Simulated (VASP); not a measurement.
# HgTe (Fm-3m) in VASP: a series of runs

The runs below take HgTe through electric field gradients, with PBE.

Everything below comes from runs of VASP 6.6.1. Logs are shortened: lines on timing, memory, paths and dates and some standing lists are left out, and cuts for length are marked.

## 1. The cell of the first run

The structure is cubic, space group Fm-3m (No. 225). The conventional cell has a = 5.764 Å, b = 5.764 Å, c = 5.764 Å, α = 90.00°, β = 90.00°, γ = 90.00°. Hg (site symmetry m-3m) has 6 Te at 2.88 Å within 3.8 Å. Te (site symmetry m-3m) has 6 Hg at 2.88 Å within 3.8 Å.

## 2. Electric field gradients, PBE (volume scaled by 0.96)

File INCAR:

```
PREC = Accurate
ENCUT = 520
EDIFF = 1E-8
ISMEAR = -1
SIGMA = 0.08
LREAL = False
LASPH = True
NELM = 100
ALGO = Normal
ISIF = 2
LWAVE = False
LCHARG = False
GGA = PE
LEFG = True
NBANDS = 16
```

File KPOINTS:

```
regular mesh
0
Gamma
  12 12 12
```

File POSCAR:

```
HgTe
1.0
    0.0000000000      2.8820154301      2.8820154301
    2.8820154301      0.0000000000      2.8820154301
    2.8820154301      2.8820154301      0.0000000000
Hg Te
1 1
Direct
    0.0000000000      0.0000000000      0.0000000000
    0.5000000000      0.5000000000      0.5000000000
```

Potentials or basis: VASP PAW PBE potentials, release 64 (Hg, Te).

Launch:

```
> cat potpaw_PBE.64/Hg/POTCAR potpaw_PBE.64/Te/POTCAR > POTCAR
> mpirun -np 1 vasp_std > vasp.out
```

OUTCAR:

```text
PREC = Accurate
   ENCUT = 520
   EDIFF = 1E-8
   ISMEAR = -1
   LREAL = False
   LASPH = True
   NELM = 100
   ISIF = 2
   GGA = PE

 ion  position               nearest neighbor table
   1  0.000  0.000  0.000-   2 2.88   2 2.88   2 2.88   2 2.88   2 2.88   2 2.88
   2  0.500  0.500  0.500-   1 2.88   1 2.88   1 2.88   1 2.88   1 2.88   1 2.88

  LATTYP: Found a face centered cubic cell.
 ALAT       =     5.7640308602

  Lattice vectors:

 A1 = (   0.0000000000,   2.8820154301,   2.8820154301)
 A2 = (   2.8820154301,   0.0000000000,   2.8820154301)
 A3 = (   2.8820154301,   2.8820154301,   0.0000000000)

Analysis of symmetry for initial positions (statically):
=====================================================================
 Subroutine PRICEL returns:
 Original cell was already a primitive cell.

 Routine SETGRP: Setting up the symmetry group for a
 face centered cubic supercell.

 Subroutine GETGRP returns: Found 48 space group operations
 (whereof 48 operations were pure point group operations)
 out of a pool of 48 trial point group operations.

The static configuration has the point symmetry O_h .

Analysis of symmetry for dynamics (positions and initial velocities):
=====================================================================
 Subroutine PRICEL returns:
 Original cell was already a primitive cell.

 Routine SETGRP: Setting up the symmetry group for a
 face centered cubic supercell.

 Subroutine GETGRP returns: Found 48 space group operations
 (whereof 48 operations were pure point group operations)
 out of a pool of 48 trial point group operations.

The dynamic configuration has the point symmetry O_h .

 Subroutine INISYM returns: Found 48 space group operations
 (whereof 48 operations are pure point group operations),
 and found     1 'primitive' translations

----------------------------------------------------------------------------------------

                                     Primitive cell

  volume of cell :      47.8761

  direct lattice vectors                    reciprocal lattice vectors
     0.000000000  2.882015430  2.882015430    -0.173489703  0.173489703  0.173489703
     2.882015430  0.000000000  2.882015430     0.173489703 -0.173489703  0.173489703
     2.882015430  2.882015430  0.000000000     0.173489703  0.173489703 -0.173489703

  length of vectors
     4.075785308  4.075785308  4.075785308     0.300492980  0.300492980  0.300492980

  position of ions in fractional coordinates (direct lattice)
     0.000000000  0.000000000  0.000000000
     0.500000000  0.500000000  0.500000000

  ion indices of the primitive-cell ions
   primitive index   ion index
                 1           1
                 2           2

----------------------------------------------------------------------------------------

 KPOINTS: regular mesh

Automatic generation of k-mesh.
 Grid dimensions read from file:
 generate k-points for:   12   12   12

 Generating k-lattice:

  Cartesian coordinates                     Fractional coordinates (reciprocal lattice)
    -0.014457475  0.014457475  0.014457475     0.083333333  0.000000000  0.000000000
     0.014457475 -0.014457475  0.014457475     0.000000000  0.083333333  0.000000000
     0.014457475  0.014457475 -0.014457475     0.000000000  0.000000000  0.083333333

  Length of vectors
     0.025041082  0.025041082  0.025041082

  Shift w.r.t. Gamma in fractional coordinates (k-lattice)
     0.000000000  0.000000000  0.000000000

 Subroutine IBZKPT returns following result:
 ===========================================

 Found     72 irreducible k-points:

 Following reciprocal coordinates:
            Coordinates               Weight
  0.000000  0.000000  0.000000      1.000000
  0.083333  0.000000  0.000000      8.000000
  0.166667  0.000000  0.000000      8.000000
  0.250000  0.000000  0.000000      8.000000
  0.333333  0.000000  0.000000      8.000000
  0.416667  0.000000  0.000000      8.000000
[... 16 lines left out ...]
  0.500000  0.166667  0.000000     24.000000
 -0.416667  0.166667  0.000000     24.000000
 [... further k-points ...]
   k-points           NKPTS =     72   k-points in BZ     NKDIM =     72   number of bands    NBANDS=     16
   number of dos      NEDOS =    301   number of ions     NIONS =      2
   total plane-waves  NPLWV =  27000
   dimension x,y,z NGX =    30 NGY =   30 NGZ =   30
   dimension x,y,z NGXF=    60 NGYF=   60 NGZF=   60
   ions per type =               1   1
   NGX,Y,Z   is equivalent  to a cutoff of  12.24, 12.24, 12.24 a.u.
   NGXF,Y,Z  is equivalent  to a cutoff of  24.47, 24.47, 24.47 a.u.
 SYSTEM =  unknown system
   PREC   = accura    normal or accurate (medium, high low for compatibility)
   ISTART =      0    job   : 0-new  1-cont  2-samecut
   ICHARG =      2    charge: 1-file 2-atom 10-const
   ISPIN  =      1    spin polarized calculation?
   LNONCOLLINEAR =      F non collinear calculations
   LSORBIT =      F    spin-orbit coupling
   LASPH  =      T    aspherical Exc in radial PAW
   ENCUT  =  520.0 eV  38.22 Ry    6.18 a.u.   7.58  7.58  7.58*2*pi/ulx,y,z
   NELM   =    100;   NELMIN=  2; NELMDL= -5     # of ELM steps
   EDIFF  = 0.1E-07   stopping-criterion for ELM
   LREAL  =      F    real-space projection
   EDIFFG = 0.1E-06   stopping-criterion for IOM
   NSW    =      0    number of steps for IOM
   IBRION =     -1    ionic relax: 0-MD 1-quasi-New 2-CG
   NFREE  =      0    steps in history (QN), initial steepest desc. (CG)
   ISIF   =      2    stress and relaxation
   ISYM   =      2    0-nonsym 1-usesym 2-fastsym
   POTIM  = 0.5000    time-step for ionic-motion
   TEBEG  =    0.0;   TEEND  =   0.0 temperature during run
   PSTRESS=    0.0 pullay stress
   NELECT =      18.0000    total number of electrons
   NUPDOWN=      -1.0000    fix difference up-down
   EMIN   =  10.00;   EMAX   =-10.00  energy-range for DOS
   EFERMI =   0.00;   METHOD = LEGACY
   ISMEAR =    -1;   SIGMA  =   0.08  broadening in eV -4-tet -1-fermi 0-gaus
   EFERMI_NEDOS =   21; number of points for ismear=-14 and -15
   IALGO  =     38    algorithm
   IMIX   =      4    mixing-type and parameters
     AMIX     =   0.40;   BMIX     =  1.00
     AMIX_MAG =   1.60;   BMIX_MAG =  1.00
  volume/ion in A,a.u.               =      23.94       161.54
  Fermi-wavevector in a.u.,A,eV,Ry     =   1.181570  2.232843 18.995190  1.396107
  Thomas-Fermi vector in A             =   2.317841
   LORBIT       =      0    0 simple, 1 ext, 2 COOP (PROOUT), +10 PAW based schemes
   GGA     = PE    functional components
   LHFCALC =     F    Hartree Fock is set to
   AEXX    =    0.0000 exact exchange contribution
   IVDW    =     0    specifies the selected vdW correction
   LEPSILON=     F    determine dielectric tensor
   LRPA    =     F    only Hartree local field effects (RPA)
 non-spin polarized calculation
  energy-cutoff  :      520.00
  volume of cell :       47.88
 maximum number of plane-waves:      1308
   NGX = 15   NGY = 15   NGZ = 15

 number of electron      18.0000000 magnetization

 Free energy of the ion-electron system (eV)
  ---------------------------------------------------
  ext. energy  EPLUGINS =         0.00000000
  ---------------------------------------------------
  free energy    TOTEN  =        -2.95861696 eV

  energy without entropy =       -2.93549777  energy(sigma->0) =       -2.94705737

 E-fermi :   6.4689     XC(G=0): -10.7096

 val. band max:        6.4292450288   @ k =   0.4167   0.0833   0.0000
 cond. band min:       6.5118549722   @ k =   0.3333   0.2500   0.0000
 fundamental gap:      0.0826099434
 Fermi energy:         6.4688843077

 k-point     1 :       0.0000    0.0000    0.0000
  band No.  band energies     occupation
      1      -6.9118      2.00000
      2      -0.9729      2.00000
      3      -0.9729      2.00000
      4      -0.9095      2.00000
      5      -0.9095      2.00000
      6      -0.9095      2.00000
[... 8 lines left out ...]
     15      14.6450      0.00000
     16      14.6450      0.00000

 k-point     2 :       0.0833    0.0000    0.0000
  band No.  band energies     occupation
      1      -6.8310      2.00000
      2      -1.0090      2.00000
      3      -1.0090      2.00000
      4      -0.9242      2.00000
      5      -0.8961      2.00000
      6      -0.8961      2.00000
[... 8 lines left out ...]
     15      14.6612      0.00000
     16      14.6612      0.00000
[... 387 lines left out ...]
      5      -0.6340      2.00000
      6      -0.6237      2.00000
[... 8 lines left out ...]
     15      17.9643      0.00000
     16      18.6526      0.00000

 k-point    24 :      -0.4167    0.1667    0.0000
  band No.  band energies     occupation
      1      -5.1622      2.00000
      2      -1.6462      2.00000
      3      -1.4280      2.00000
      4      -1.1996      2.00000
      5      -0.6436      2.00000
      6      -0.5983      2.00000
[... 8 lines left out ...]
     15      16.9127      0.00000
     16      17.7609      0.00000

 [... further k-points ...]
[... 5 lines left out ...]
  --------------------------------------------------------------------------------------
  -------------------------------------------------------------------------------------
  Total        4.5127991      4.5127991      4.5127991      0.0000000      0.0000000      0.0000000
  in kB      151.0211192    151.0211192    151.0211192      0.0000000      0.0000000      0.0000000
  external PRESSURE =     151.0211192 kB  Pullay stress =       0.0000000 kB

 VOLUME and BASIS-vectors are now :
 -----------------------------------------------------------------------------
  energy-cutoff  :      520.00
  volume of cell :       47.88
      direct lattice vectors                 reciprocal lattice vectors
     0.000000000  2.882015430  2.882015430    -0.173489703  0.173489703  0.173489703
     2.882015430  0.000000000  2.882015430     0.173489703 -0.173489703  0.173489703
     2.882015430  2.882015430  0.000000000     0.173489703  0.173489703 -0.173489703

 POSITION                                       TOTAL-FORCE (eV/Angst)
 -----------------------------------------------------------------------------------
      0.00000      0.00000      0.00000         0.000000     -0.000000     -0.000000
      2.88202      2.88202      2.88202        -0.000000      0.000000      0.000000
 -----------------------------------------------------------------------------------
    total drift:                               -0.000000      0.000000      0.000000

  FREE ENERGIE OF THE ION-ELECTRON SYSTEM (eV)
  ---------------------------------------------------
  free  energy   TOTEN  =        -2.9586169636 eV

  energy  without entropy=       -2.9354977744  energy(sigma->0) =       -2.94705737

 Electric field gradients (V/A^2)
---------------------------------------------------------------------
 ion       V_xx      V_yy      V_zz      V_xy      V_xz      V_yz
---------------------------------------------------------------------
   1       0.000    -0.000    -0.000    -0.000    -0.000    -0.000
   2      -0.000    -0.000     0.000     0.000     0.000     0.000
---------------------------------------------------------------------

 Electric field gradients after diagonalization (V/A^2)
 (convention: |V_zz| > |V_xx| > |V_yy|)
----------------------------------------------------------------------
 ion       V_xx      V_yy      V_zz     asymmetry (V_yy - V_xx)/ V_zz
----------------------------------------------------------------------
   1       0.000     0.000    -0.001       0.000
   2      -0.000    -0.000     0.000       0.000
----------------------------------------------------------------------

           NMR quadrupolar parameters

 Cq : quadrupolar parameter    Cq=e*Q*V_zz/h
 eta: asymmetry parameters     (V_yy - V_xx)/ V_zz
 Q  : nuclear electric quadrupole moment in mb (millibarn)
----------------------------------------------------------------------
 ion       Cq(MHz)       eta       Q (mb)
----------------------------------------------------------------------
   1      -0.000       0.000       1.000
   2       0.000       0.000       1.000
----------------------------------------------------------------------
```

It took 31 s on 1 thread of AMD EPYC 9R45 (Zen 5), shared host; peak memory 0.18 GiB.

Results:

- Free energy: -2.9586 eV
- Pressure: 15.1 GPa
- Band gap on the k mesh: zero (band 9 reaches 6.96 eV, above the bottom of band 10 at 3.51 eV)

Caveat: without QUAD_EFG the Cq values of the log hold for a quadrupole moment of 1 mb, not for the nuclei; spin-orbit coupling is left out, which moves the levels of the heavy elements.

(Part 1 of 2 ends here.)
